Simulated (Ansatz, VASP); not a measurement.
## One calculation of CuO, two programs

INCAR

```
  PREC = Accurate
  ENCUT = 520
  EDIFF = 1E-7
  ISMEAR = -5
  SIGMA = 0.1
  LREAL = False
  LASPH = True
  NELM = 100
  ALGO = Normal
  ISIF = 2
  LWAVE = False
  LCHARG = True
  GGA = PE
  LELF = True
  LVHAR = True
  NBANDS = 25
```

KPOINTS

```
Automatic mesh
0
Gamma
  16 16 8
```

The input POSCAR:

```
CuO
1.0
    2.3446500000     -1.7134000000      0.0000000000
    2.3446500000      1.7134000000      0.0000000000
   -0.8605500000      0.0000000000      5.0594400000
Cu O
2 2
Direct
    0.0032000000      0.4968000000      0.0000000000
    0.4968000000      0.0032000000      0.5000000000
    0.5714000000      0.4056000000      0.2537000000
    0.4056000000      0.5714000000      0.7537000000
```

Input for Ansatz:

```yaml
crystal:
  lattice:
    - [2.34465, -1.7134, 0.0]
    - [2.34465, 1.7134, 0.0]
    - [-0.86055, 0.0, 5.05944]
  atoms:
    - { symbol: Cu, position: [0.0032, 0.4968, 0.0] }
    - { symbol: Cu, position: [0.4968, 0.0032, 0.5] }
    - { symbol: O, position: [0.5714, 0.4056, 0.2537] }
    - { symbol: O, position: [0.4056, 0.5714, 0.7537] }
basis:
  ecutwfc: 420
kpoints:
  mp_grid: { grid: [16, 16, 8] }
hamiltonian:
  xc: pbe
scf:
  occupations: { method: tetrahedron }
output:
  forces: true
  stress: true
  eigenvalues: true
```

Alike in both runs: task single point; functional PBE; k mesh 16 × 16 × 8; occupations tetrahedron; no spin polarisation.

|  | VASP | Ansatz |
| --- | --- | --- |
| version | VASP 6.6.1 | Ansatz 0.2.0 |
| potentials or method | VASP PAW PBE potentials, release 64 (Cu, O), cutoff 520 eV | scalar-relativistic, plane waves, PAW |
| valence electrons in the cell | 34 | 50 |

|  | VASP | Ansatz | Ansatz less VASP |
| --- | --- | --- | --- |
| gap on the k mesh at the Fermi level (eV) | none | none | - |
| pressure (GPa) | 6.4 | 5.7 | -0.68 |
| traceless stress, the component that is largest in VASP (GPa) | -1.84 | -1.76 | +0.082 |
| rms of the force components (eV/Å) | 0.438 | 0.428 | -0.0106 |

Atom by atom the forces differ by 0.024 eV/Å (rms over components). A gap of «none» marks a metal or a gap that the smearing closes. VASP's potentials hold 34 valence electrons a cell and Ansatz's 50, so a difference there can come from the potentials and not from the codes. Ansatz's warnings: band table not solved further, tetrahedron derivatives may miss energy slope.
